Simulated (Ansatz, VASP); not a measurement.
## One calculation of V2N3, two programs

The input INCAR:

```
  PREC = Accurate
  ENCUT = 520
  EDIFF = 1E-6
  ISMEAR = 0
  SIGMA = 0.15
  LREAL = F
  LASPH = T
  NELM = 80
  ALGO = Normal
  ISIF = 2
  LWAVE = F
  LCHARG = F
  GGA = PS
  NBANDS = 28
```

Contents of KPOINTS:

```
Automatic mesh
0
Gamma
  18 18 8
```

File POSCAR:

```
V2N3
1.0
    2.8631806036      0.0000000000      0.0000000000
   -1.4315903018      2.4795871383      0.0000000000
    0.0000000000      0.0000000000      6.1963538749
V N
2 3
Direct
    0.6666666667      0.3333333333      0.3021155180
    0.3333333333      0.6666666667      0.6978844820
    0.0000000000      0.0000000000      0.5000000000
    0.0000000000      0.0000000000      0.1074399115
    0.0000000000      0.0000000000      0.8925600885
```

Input for Ansatz:

```yaml
crystal:
  lattice:
    - [2.8631806036, 0.0, 0.0]
    - [-1.4315903018, 2.4795871383, 0.0]
    - [0.0, 0.0, 6.1963538749]
  atoms:
    - { symbol: V, position: [0.6666666667, 0.3333333333, 0.302115518] }
    - { symbol: V, position: [0.3333333333, 0.6666666667, 0.697884482] }
    - { symbol: "N", position: [0.0, 0.0, 0.5] }
    - { symbol: "N", position: [0.0, 0.0, 0.1074399115] }
    - { symbol: "N", position: [0.0, 0.0, 0.8925600885] }
basis:
  ecutwfc: 420
kpoints:
  mp_grid: { grid: [18, 18, 8] }
hamiltonian:
  xc: pbesol
scf:
  occupations: { method: gaussian, width: 0.15 }
output:
  forces: true
  stress: true
  eigenvalues: true
```

Change from the starting cell: strain +0.0300 x Voigt [1, 1, 0, 0, 0, 0], atoms carried along.

Alike in both runs: task single point; functional PBEsol; k mesh 18 × 18 × 8; occupations gaussian, width 0.15 eV; no spin polarisation.

```csv
,VASP,Ansatz
version,VASP 6.6.1,Ansatz 0.2.0
potentials or method,"VASP PAW PBE potentials, release 64 (V_sv, N), cutoff 520 eV","scalar-relativistic, plane waves, PAW"
valence electrons in the cell,41,41
```

|  | VASP | Ansatz | Ansatz less VASP |
| --- | --- | --- | --- |
| gap on the k mesh at the Fermi level (eV) | none | none | - |
| pressure (GPa) | -14.3 | -15.0 | -0.67 |
| traceless stress, the component that is largest in VASP (GPa) | 7.99 | 7.59 | -0.396 |
| rms of the force components (eV/Å) | 0.128 | 0.102 | -0.0257 |

VASP's potentials were made for PBE, not for PBEsol. Atom by atom the forces differ by 0.028 eV/Å (rms over components). A gap of «none» marks a metal or a gap that the smearing closes. The functional is the same, so the differences come from potentials, cutoffs and numerics.
